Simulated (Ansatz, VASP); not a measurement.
NaCl in VASP and in Ansatz

File INCAR:

```
PREC = Accurate ; ENCUT = 520
EDIFF = 1E-6 ; ISMEAR = 0
SIGMA = 0.05 ; LREAL = False
LASPH = True ; NELM = 80
ALGO = Normal ; ISIF = 2
LWAVE = False ; LCHARG = True
GGA = PE ; LELF = True
LVHAR = True ; NBANDS = 14
```

File KPOINTS:

```
regular mesh
0
Gamma
  8 8 8
```

POSCAR

```
NaCl
1.0
    0.0000000000      2.8317500000      2.8317500000
    2.8317500000      0.0000000000      2.8317500000
    2.8317500000      2.8317500000      0.0000000000
Na Cl
1 1
Direct
    0.0000000000      0.0000000000      0.0000000000
    0.4438160057      0.5561839943      0.5000000000
```

Input for Ansatz:

```yaml
crystal:
  lattice:
    - [0.0, 2.83175, 2.83175]
    - [2.83175, 0.0, 2.83175]
    - [2.83175, 2.83175, 0.0]
  atoms:
    - { symbol: Na, position: [0.0, 0.0, 0.0] }
    - { symbol: Cl, position: [0.4438160057, 0.5561839943, 0.5] }
basis:
  ecutwfc: 420
kpoints:
  mp_grid: { grid: [8, 8, 8] }
hamiltonian:
  xc: pbe
scf:
  occupations: { method: gaussian, width: 0.05 }
output:
  forces: true
  stress: true
  eigenvalues: true
```

Change from the starting cell: all Cl atoms moved +0.225 Å, as atom 2 along Cartesian [1 -1 0].

Alike in both runs: task single point; functional PBE; k mesh 8 × 8 × 8; occupations gaussian, width 0.05 eV; no spin polarisation.

|  | VASP | Ansatz |
| --- | --- | --- |
| version | VASP 6.6.1 | Ansatz 0.2.0 |
| potentials or method | VASP PAW PBE potentials, release 64 (Na_pv, Cl), cutoff 520 eV | scalar-relativistic, plane waves, PAW |
| valence electrons in the cell | 14 | 16 |

|  | VASP | Ansatz | Ansatz less VASP |
| --- | --- | --- | --- |
| gap on the k mesh at the Fermi level (eV) | 5.07 | 5.07 | +0.001 |
| least direct gap on the mesh (eV) | 5.07 | 5.07 | +0.001 |
| pressure (GPa) | 0.9 | 0.9 | +0.01 |
| traceless stress, the component that is largest in VASP (GPa) | -0.64 | -0.64 | +0.007 |
| rms of the force components (eV/Å) | 0.178 | 0.176 | -0.0016 |

Atom by atom the forces differ by 0.002 eV/Å (rms over components). VASP's potentials hold 14 valence electrons a cell and Ansatz's 16, so a difference there can come from the potentials and not from the codes.
